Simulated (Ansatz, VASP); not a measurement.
## Two plane-wave programs on SiC

```
CELL_PARAMETERS angstrom
3.07536 0.00000 0.00000
-1.53768 2.66334 0.00000
0.00000 0.00000 5.04811
ATOMIC_POSITIONS crystal
Si 0.33333 0.66667 0.99959
Si 0.66667 0.33333 0.49959
C 0.33333 0.66667 0.37541
C 0.66667 0.33333 0.87541
```

Alike in both runs: task single point; functional PBE; k mesh 12 × 12 × 6; occupations fermi-dirac, width 0.02 eV; no spin polarisation.

|  | VASP | Ansatz |
| --- | --- | --- |
| version | VASP 6.6.1 | Ansatz 0.2.0 |
| potentials or method | VASP PAW PBE potentials, release 64 (Si, C) | plane waves, PAW |
| plane-wave cutoff (eV) | 520 | 420 |
| valence electrons in the cell | 16 | 16 |

VASP gave:

- gap on the k mesh at the Fermi level (eV): 2.27
- pressure (GPa): 3.5
- traceless stress, the component that is largest in VASP (GPa): -0.12

**Question.** Which values does Ansatz return?

**Answer.** gap on the k mesh at the Fermi level (eV): 2.28; pressure (GPa): 3.5; traceless stress, the component that is largest in VASP (GPa): -0.13.
